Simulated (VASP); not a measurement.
Set up this calculation in VASP 6.6.1, as the native input.

```
Task                   : relaxation of cell and atoms
Functional             : LDA
Potentials or basis    : VASP PAW LDA potentials, release 64 (Al, N)
Cutoff                 : 600 eV
k mesh                 : 8 × 8 × 8
Occupations            : gaussian, width 0.1 eV
Spin                   : no spin polarisation
Dipole correction      : no
Further INCAR settings : ALGO = Normal; EDIFF = 1e-07; IBRION = 2; EDIFFG = -0.05; NSW = 100; ISIF = 3
```

The structure of AlN (vib) lies in POSCAR:

```
AlN
1.0
    0.0000000000      2.0345180000      2.0345180000
    2.0345180000      0.0000000000      2.0345180000
    2.0345180000      2.0345180000      0.0000000000
Al N
1 1
Direct
    0.5000000000      0.5000000000      0.5000000000
    0.0000000000      0.0000000000      0.0000000000
```

These files were run (other wordings do the same):

INCAR

```
PREC = Accurate
ENCUT = 600
EDIFF = 1E-7
ISMEAR = 0
SIGMA = 0.1
LREAL = False
LASPH = True
NELM = 120
ALGO = Normal
ISIF = 3
LWAVE = False
LCHARG = False
IBRION = 2
NSW = 100
EDIFFG = -0.05
GGA_COMPAT = False
NELMIN = 4
```

KPOINTS

```
regular mesh
0
Gamma
  8 8 8
```

Potentials or basis: VASP PAW LDA potentials, release 64 (Al, N).

Run with:

```bash
$ cat potpaw_LDA.64/Al/POTCAR potpaw_LDA.64/N/POTCAR > POTCAR
$ mpirun -np 1 vasp_std > vasp.out
```

Results of the run:

The relaxed volume is 8.08 Å³/atom and the relaxed cell is a = 2.838 Å, b = 2.838 Å, c = 2.838 Å, α = 60.00°, β = 60.00°, γ = 60.00°. The space group after relaxing (to 0.05 Å) is Fm-3m (No. 225). The energy gained by relaxing is 11.6 meV/atom and the ionic steps are 3. The pressure after relaxing is -0.1 GPa and the band gap on the k mesh is 4.67 eV, indirect (least direct gap 6.09 eV).

Run time: 3.4 s on 1 thread of Intel(R) Xeon(R) 6975P-C (Granite Rapids), with other jobs on the host, peak memory 0.13 GiB.
